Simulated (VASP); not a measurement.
A run of VASP 6.6.1 is set up as follows.

File INCAR:

```
SYSTEM = Be24H
PREC = Accurate
ENCUT = 520
EDIFF = 1E-6
ISMEAR = 0
SIGMA = 0.1
LREAL = Auto
LASPH = .TRUE.
NELM = 60
ALGO = Normal
ISIF = 2
LWAVE = .FALSE.
LCHARG = .FALSE.
LDIPOL = .TRUE.
IDIPOL = 3
DIPOL = 0.5 0.5 0.321
GGA = PE
NBANDS = 42
```

KPOINTS

```
Automatic mesh
0
G
  6 4 1
  0 0 0
```

Contents of POSCAR:

```
Be24H
1.0
    4.5254381414      0.0000000000      0.0000000000
    0.0000000000      7.1336190818      0.0000000000
    0.0000000000      0.0000000000     19.8685529777
Be H
24 1
Direct
    0.0000000000      0.3750000000      0.2013231665
    0.0000000000      0.8750000000      0.2013231665
    0.5000000000      0.3750000000      0.2013231665
    0.5000000000      0.8750000000      0.2013231665
    0.2500000000      0.1250000000      0.2341987732
    0.2500000000      0.6250000000      0.2341987732
    0.7500000000      0.1250000000      0.2341987732
    0.7500000000      0.6250000000      0.2341987732
    0.2500000000      0.3750000000      0.2999499865
    0.2500000000      0.8750000000      0.2999499865
    0.7500000000      0.3750000000      0.2999499865
    0.7500000000      0.8750000000      0.2999499865
    0.0000000000      0.1250000000      0.3268353583
    0.0000000000      0.6250000000      0.3268353583
    0.5000000000      0.1250000000      0.3268353583
    0.5000000000      0.6250000000      0.3268353583
    0.0000000000      0.3750000000      0.3993099146
    0.0000000000      0.8750000000      0.3993099146
    0.5000000000      0.3750000000      0.3993099146
    0.5000000000      0.8750000000      0.3993099146
    0.2500000000      0.1250000000      0.4211958962
    0.2500000000      0.6250000000      0.4211958962
    0.7500000000      0.1250000000      0.4211958962
    0.7500000000      0.6250000000      0.4211958962
    0.2500000000      0.1250000000      0.4908778277
```

Potentials or basis: VASP PAW PBE potentials, release 64 (Be, H).

Command:

```sh
$ cat potpaw_PBE.64/Be/POTCAR potpaw_PBE.64/H/POTCAR > POTCAR
$ mpirun -np 1 vasp_std > vasp.out
```

**Question.** Predict the band gap on the k mesh.

**Answer.** Zero (an odd number of electrons rules out a gap without spin polarisation).

**Question.** What does it give for the largest force?

**Answer.** 0.788 eV/Å.

Forces on the atoms (eV/Å):
```
Be  -0.001  0.042  0.584
Be  -0.001 -0.042  0.584
Be   0.001  0.042  0.584
Be   0.001 -0.042  0.584
Be   0.000  0.000 -0.640
Be   0.000  0.000 -0.770
Be   0.000  0.000 -0.598
Be   0.000  0.000 -0.788
Be   0.000  0.128  0.098
Be   0.000 -0.128  0.098
Be   0.000  0.094  0.014
Be   0.000 -0.094  0.014
Be   0.071  0.000  0.337
Be  -0.017  0.000 -0.007
Be  -0.071  0.000  0.337
Be   0.017  0.000 -0.007
Be  -0.132  0.262 -0.161
Be  -0.132 -0.262 -0.161
Be   0.132  0.262 -0.161
Be   0.132 -0.262 -0.161
Be   0.000  0.000  0.077
Be   0.000  0.000 -0.080
Be   0.000  0.000  0.108
Be   0.000  0.000  0.111
H    0.000  0.000  0.002
```
